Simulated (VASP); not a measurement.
# LiPS3 (Fm-3m) in VASP: relaxation of cell and atoms with PBE

Aim: the relaxation of cell and atoms of LiPS3 with PBE.

Everything below comes from runs of VASP 6.6.1. Logs are shortened: lines on timing, memory, paths and dates and some standing lists are left out, and cuts for length are marked.

## (1) The cell of the first run

The structure is cubic, space group Fm-3m (No. 225). Conventional cell: a = 9.552 Å, b = 9.552 Å, c = 9.552 Å, α = 90.00°, β = 90.00°, γ = 90.00°. Li (site symmetry -43m) has 12 S at 3.38 Å and 8 P at 4.14 Å within 4.4 Å. Within 3.3 Å of P (site symmetry m-3m) lie 6 S at 2.51 Å. Within 3.0 Å of P (site symmetry m-3m) lie 6 S at 2.26 Å. Within 3.0 Å of S (site symmetry 4mm) lie 2 P at 2.26 to 2.51 Å.

The cell was built from a structure type or drawn by symmetry, and may not be a known phase.

## (2) Relaxation of cell and atoms, PBE

Input file INCAR:

```
PREC = Accurate ; ENCUT = 750
EDIFF = 1E-7 ; ISMEAR = 0
SIGMA = 0.15 ; LREAL = F
LASPH = T ; NELM = 120
ALGO = Normal ; ISIF = 3
LWAVE = F ; LCHARG = F
GGA = PE ; IBRION = 2
NSW = 36 ; EDIFFG = -0.08
GGA_COMPAT = F ; NELMIN = 4
```

Input file KPOINTS:

```
Automatic mesh
0
Gamma
  2 2 2
```

Input file POSCAR:

```
LiPS3
1.0
    0.0000000000      4.7757944400      4.7757944400
    4.7757944400      0.0000000000      4.7757944400
    4.7757944400      4.7757944400      0.0000000000
Li P S
2 2 6
Direct
    0.7500000000      0.7500000000      0.7500000000
    0.2500000000      0.2500000000      0.2500000000
    0.5000000000      0.5000000000      0.5000000000
    0.0000000000      0.0000000000      0.0000000000
    0.7631967700      0.2368032300      0.2368032300
    0.2368032300      0.2368032300      0.7631967700
    0.2368032300      0.7631967700      0.7631967700
    0.2368032300      0.7631967700      0.2368032300
    0.7631967700      0.2368032300      0.7631967700
    0.7631967700      0.7631967700      0.2368032300
```

Potentials or basis: VASP PAW PBE potentials, release 64 (Li_sv, P, S).

Started as:

```console
cat potpaw_PBE.64/Li_sv/POTCAR potpaw_PBE.64/P/POTCAR potpaw_PBE.64/S/POTCAR > POTCAR
mpirun -np 1 vasp_std > vasp.out
```

OUTCAR:

```text
PREC = Accurate
   ENCUT = 750
   EDIFF = 1E-7
   ISMEAR = 0
   LREAL = F
   LASPH = T
   NELM = 120
   ISIF = 3
   GGA = PE
   IBRION = 2
   NSW = 36
   EDIFFG = -0.08
   NELMIN = 4

 ion  position               nearest neighbor table
   1  0.750  0.750  0.750-
   2  0.250  0.250  0.250-
   3  0.500  0.500  0.500-   5 2.51   6 2.51   7 2.51   8 2.51   9 2.51  10 2.51
   4  0.000  0.000  0.000-   5 2.26   6 2.26   7 2.26   8 2.26   9 2.26  10 2.26
   5  0.763  0.237  0.237-   4 2.26   3 2.51
   6  0.237  0.237  0.763-   4 2.26   3 2.51
   7  0.237  0.763  0.763-   4 2.26   3 2.51
   8  0.237  0.763  0.237-   4 2.26   3 2.51
   9  0.763  0.237  0.763-   4 2.26   3 2.51
  10  0.763  0.763  0.237-   4 2.26   3 2.51

  LATTYP: Found a face centered cubic cell.
 ALAT       =     9.5515888800

  Lattice vectors:

 A1 = (   0.0000000000,   4.7757944400,   4.7757944400)
 A2 = (   4.7757944400,   0.0000000000,   4.7757944400)
 A3 = (   4.7757944400,   4.7757944400,   0.0000000000)

Analysis of symmetry for initial positions (statically):
=====================================================================
 Subroutine PRICEL returns:
 Original cell was already a primitive cell.

 Routine SETGRP: Setting up the symmetry group for a
 face centered cubic supercell.

 Subroutine GETGRP returns: Found 48 space group operations
 (whereof 48 operations were pure point group operations)
 out of a pool of 48 trial point group operations.

The static configuration has the point symmetry O_h .

Analysis of symmetry for dynamics (positions and initial velocities):
=====================================================================
 Subroutine PRICEL returns:
 Original cell was already a primitive cell.

 Routine SETGRP: Setting up the symmetry group for a
 face centered cubic supercell.

 Subroutine GETGRP returns: Found 48 space group operations
 (whereof 48 operations were pure point group operations)
 out of a pool of 48 trial point group operations.

The dynamic configuration has the point symmetry O_h .

 Subroutine INISYM returns: Found 48 space group operations
 (whereof 48 operations are pure point group operations),
 and found     1 'primitive' translations

----------------------------------------------------------------------------------------

                                     Primitive cell

  volume of cell :     217.8547

  direct lattice vectors                    reciprocal lattice vectors
     0.000000000  4.775794440  4.775794440    -0.104694623  0.104694623  0.104694623
     4.775794440  0.000000000  4.775794440     0.104694623 -0.104694623  0.104694623
     4.775794440  4.775794440  0.000000000     0.104694623  0.104694623 -0.104694623

  length of vectors
     6.753993268  6.753993268  6.753993268     0.181336407  0.181336407  0.181336407

  position of ions in fractional coordinates (direct lattice)
     0.750000000  0.750000000  0.750000000
     0.250000000  0.250000000  0.250000000
     0.500000000  0.500000000  0.500000000
     0.000000000  0.000000000  0.000000000
     0.763196770  0.236803230  0.236803230
     0.236803230  0.236803230  0.763196770
     0.236803230  0.763196770  0.763196770
     0.236803230  0.763196770  0.236803230
     0.763196770  0.236803230  0.763196770
     0.763196770  0.763196770  0.236803230

  ion indices of the primitive-cell ions
   primitive index   ion index
                 1           1
                 2           2
                 3           3
                 4           4
                 5           5
                 6           6
                 7           7
                 8           8
                 9           9
                10          10

----------------------------------------------------------------------------------------

 KPOINTS: Automatic mesh

Automatic generation of k-mesh.
 Grid dimensions read from file:
 generate k-points for:    2    2    2

 Generating k-lattice:

  Cartesian coordinates                     Fractional coordinates (reciprocal lattice)
    -0.052347312  0.052347312  0.052347312     0.500000000  0.000000000  0.000000000
     0.052347312 -0.052347312  0.052347312     0.000000000  0.500000000  0.000000000
     0.052347312  0.052347312 -0.052347312     0.000000000  0.000000000  0.500000000

  Length of vectors
     0.090668203  0.090668203  0.090668203

  Shift w.r.t. Gamma in fractional coordinates (k-lattice)
     0.000000000  0.000000000  0.000000000

 Subroutine IBZKPT returns following result:
 ===========================================

 Found      3 irreducible k-points:

 Following reciprocal coordinates:
            Coordinates               Weight
  0.000000  0.000000  0.000000      1.000000
  0.500000  0.000000  0.000000      4.000000
  0.500000  0.500000  0.000000      3.000000
   k-points           NKPTS =      3   k-points in BZ     NKDIM =      3   number of bands    NBANDS=     32
   number of dos      NEDOS =    301   number of ions     NIONS =     10
   total plane-waves  NPLWV = 216000
   dimension x,y,z NGX =    60 NGY =   60 NGZ =   60
   dimension x,y,z NGXF=   120 NGYF=  120 NGZF=  120
   ions per type =               2   2   6
   NGX,Y,Z   is equivalent  to a cutoff of  14.77, 14.77, 14.77 a.u.
   NGXF,Y,Z  is equivalent  to a cutoff of  29.54, 29.54, 29.54 a.u.
 SYSTEM =  unknown system
   PREC   = accura    normal or accurate (medium, high low for compatibility)
   ISTART =      0    job   : 0-new  1-cont  2-samecut
   ICHARG =      2    charge: 1-file 2-atom 10-const
   ISPIN  =      1    spin polarized calculation?
   LNONCOLLINEAR =      F non collinear calculations
   LSORBIT =      F    spin-orbit coupling
   LASPH  =      T    aspherical Exc in radial PAW
   ENCUT  =  750.0 eV  55.12 Ry    7.42 a.u.  15.08 15.08 15.08*2*pi/ulx,y,z
   NELM   =    120;   NELMIN=  4; NELMDL= -5     # of ELM steps
   EDIFF  = 0.1E-06   stopping-criterion for ELM
   LREAL  =      F    real-space projection
   EDIFFG = -.8E-01   stopping-criterion for IOM
   NSW    =     36    number of steps for IOM
   IBRION =      2    ionic relax: 0-MD 1-quasi-New 2-CG
   NFREE  =      1    steps in history (QN), initial steepest desc. (CG)
   ISIF   =      3    stress and relaxation
   ISYM   =      2    0-nonsym 1-usesym 2-fastsym
   POTIM  = 0.5000    time-step for ionic-motion
   TEBEG  =    0.0;   TEEND  =   0.0 temperature during run
   PSTRESS=    0.0 pullay stress
   NELECT =      52.0000    total number of electrons
   NUPDOWN=      -1.0000    fix difference up-down
   EMIN   =  10.00;   EMAX   =-10.00  energy-range for DOS
   EFERMI =   0.00;   METHOD = LEGACY
   ISMEAR =     0;   SIGMA  =   0.15  broadening in eV -4-tet -1-fermi 0-gaus
   EFERMI_NEDOS =   21; number of points for ismear=-14 and -15
   IALGO  =     38    algorithm
   IMIX   =      4    mixing-type and parameters
     AMIX     =   0.40;   BMIX     =  1.00
     AMIX_MAG =   1.60;   BMIX_MAG =  1.00
  volume/ion in A,a.u.               =      21.79       147.02
  Fermi-wavevector in a.u.,A,eV,Ry     =   1.015517  1.919048 14.031332  1.031274
  Thomas-Fermi vector in A             =   2.148807
   LORBIT       =      0    0 simple, 1 ext, 2 COOP (PROOUT), +10 PAW based schemes
   GGA     = PE    functional components
   LHFCALC =     F    Hartree Fock is set to
   AEXX    =    0.0000 exact exchange contribution
   IVDW    =     0    specifies the selected vdW correction
   LEPSILON=     F    determine dielectric tensor
   LRPA    =     F    only Hartree local field effects (RPA)
 conjugate gradient relaxation of ions
 non-spin polarized calculation
 Gauss-broadening in eV      SIGMA  =   0.15
  energy-cutoff  :      750.00
  volume of cell :      217.85
 maximum number of plane-waves:     10200
   NGX = 31   NGY = 31   NGZ = 31

--------------------------------------- Ionic step        1  -------------------------------------------

 number of electron      52.0000003 magnetization

 Free energy of the ion-electron system (eV)
  ---------------------------------------------------
  ext. energy  EPLUGINS =         0.00000000
  ---------------------------------------------------
  free energy    TOTEN  =       -37.80615647 eV

  energy without entropy =      -37.68585353  energy(sigma->0) =      -37.74600500

------------------------ aborting loop because EDIFF is reached ----------------------------------------

  FORCE on cell =-STRESS in cart. coord.  units (eV):
  Direction    XX          YY          ZZ          XY          YZ          ZX
  --------------------------------------------------------------------------------------
  -------------------------------------------------------------------------------------
  Total       -5.5293827     -5.5293827     -5.5293827      0.0000000      0.0000000      0.0000000
  in kB      -40.6649607    -40.6649607    -40.6649607      0.0000000      0.0000000      0.0000000
  external PRESSURE =     -40.6649607 kB  Pullay stress =       0.0000000 kB
[... 29 lines left out ...]
  energy  without entropy=      -37.6858535291  energy(sigma->0) =      -37.74600500

--------------------------------------- Ionic step        2  -------------------------------------------

 number of electron      51.9999994 magnetization

 E-fermi :   3.5882     XC(G=0):  -8.9713

 val. band max:        3.5478609938   @ k =   0.5000   0.0000   0.0000
 cond. band min:       3.6699698060   @ k =   0.5000   0.0000   0.0000
 fundamental gap:      0.1221088122
 Fermi energy:         3.5881773604

 k-point     1 :       0.0000    0.0000    0.0000
  band No.  band energies     occupation
      1     -43.2289      2.00000
      2     -43.2288      2.00000
      3     -12.0608      2.00000
      4      -8.9812      2.00000
      5      -8.9812      2.00000
      6      -8.9812      2.00000
[... 223 lines left out ...]
  energy  without entropy=      -38.1244831427  energy(sigma->0) =      -38.20291785

--------------------------------------- Ionic step        5  -------------------------------------------

 number of electron      52.0000002 magnetization

 Free energy of the ion-electron system (eV)
  ---------------------------------------------------
  ext. energy  EPLUGINS =         0.00000000
  ---------------------------------------------------
  free energy    TOTEN  =       -38.32983819 eV

  energy without entropy =      -38.14287714  energy(sigma->0) =      -38.23635766

 E-fermi :   3.9474     XC(G=0):  -9.1638

 val. band max:        3.9382819305   @ k =   0.5000   0.5000   0.0000
 cond. band min:       4.4220283873   @ k =   0.0000   0.0000   0.0000
 fundamental gap:      0.4837464568
 Fermi energy:         3.9473819349

 k-point     1 :       0.0000    0.0000    0.0000
  band No.  band energies     occupation
      1     -42.7086      2.00000
      2     -42.7086      2.00000
      3     -11.7782      2.00000
      4      -8.9962      2.00000
      5      -8.6870      2.00000
      6      -8.6870      2.00000
[... 131 lines left out ...]
  FREE ENERGIE OF THE ION-ELECTRON SYSTEM (eV)
  ---------------------------------------------------
  free  energy   TOTEN  =       -38.3298381928 eV

  energy  without entropy=      -38.1428771367  energy(sigma->0) =      -38.23635766

 reached required accuracy - stopping structural energy minimisation
```

It took 2.3 min on 1 thread of Intel Xeon 6975P-C (Granite Rapids), shared host; peak memory 0.53 GiB.

What came out:

```yaml
Free_energy: -38.3298 eV
Relaxed_volume: 19.22 Å³/atom
Relaxed_cell: a = 6.478 Å, b = 6.478 Å, c = 6.478 Å, α = 60.00°, β = 60.00°, γ = 60.00°
Space_group_after_relaxing_to_0.1_Å: Pm-3m (No. 221)
Energy_gained_by_relaxing: 52.4 meV/atom
Ionic_steps: 5
Pressure_after_relaxing: 0.3 GPa
Largest_force_after_relaxing: 0.074 eV/Å
Band_gap_on_the_k_mesh: zero (bands 26 and 27 overlap by 0.54 eV)
```

Forces on the atoms (eV/Å):
```
Li   0.000  0.000  0.000
Li   0.000  0.000  0.000
P    0.000  0.000  0.000
P    0.000  0.000  0.000
S    0.074  0.000  0.000
S    0.000  0.000  0.074
S   -0.074  0.000  0.000
S    0.000  0.074  0.000
S    0.000 -0.074  0.000
S    0.000  0.000 -0.074
```

Step by step:
```csv
step,energy change (eV),largest force (eV/Å),pressure (GPa),volume (Å³)
1,0.0000,0.4454,-4.07,217.85
2,-0.3413,0.5653,-0.90,200.88
3,-0.3755,0.6174,0.70,194.53
4,-0.4752,0.3273,0.31,193.44
5,-0.5237,0.0735,0.26,192.21
```

Final structure:
```
Li P S
1.0
     0.00000    4.58053    4.58053
     4.58053    0.00000    4.58053
     4.58053    4.58053    0.00000
Li P S
2 2 6
Cartesian
  6.8708 6.8708 6.8708
  2.2903 2.2903 2.2903
  4.5805 4.5805 4.5805
  0.0000 0.0000 0.0000
  2.2776 4.5805 4.5805
  4.5805 4.5805 2.2776
  6.8835 4.5805 4.5805
  4.5805 2.2776 4.5805
  4.5805 6.8835 4.5805
  4.5805 4.5805 6.8835
```

Caveat: the k points lie up to 0.59 Å⁻¹ apart in the final cell, too coarse for converged energies and pressures of a metal; the relaxation stopped at a loose force limit of 0.08 eV/Å, so its end isn't a converged minimum.
